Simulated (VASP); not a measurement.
# Ge: single point with LDA

Ge:

```xyz
2
Lattice="0.0000 2.8109 2.8109 2.8109 0.0000 2.8109 2.8109 2.8109 0.0000" Properties=species:S:1:pos:R:3 pbc="T T T"
Ge    2.8109    2.8109    2.8109
Ge    4.2164    4.2164    4.2164
```

```yaml
Program: VASP 6.6.1
Task: single point
Functional: LDA
Potentials_or_basis: VASP PAW LDA potentials, release 64 (Ge_d)
Cutoff: 520 eV
k_mesh: 14 × 14 × 14
Occupations: gaussian, width 0.1 eV
Spin: no spin polarisation
Dipole_correction: no
Further_INCAR_settings: ALGO = Normal; EDIFF = 1e-07; NBANDS = 21
```

```
Pressure : 0.2 GPa
```

Levels at points of the mesh, in eV from the Fermi level:
```
           k point  band 12  band 13  band 14  band 15  band 16  band 17
(0.00, 0.00, 0.00)    -0.04    -0.04    -0.04    -0.01     2.50     2.50
(0.50, 0.00, 0.00)    -7.76    -1.47    -1.47     0.09     3.69     3.69
(0.50, 0.50, 0.00)    -9.03    -3.18    -3.18     0.61     0.61     9.53
```

Wall time 41 s on 1 thread of AMD EPYC 9R45 96-Core Processor (Zen 5), on a shared host, peak memory 0.17 GiB.
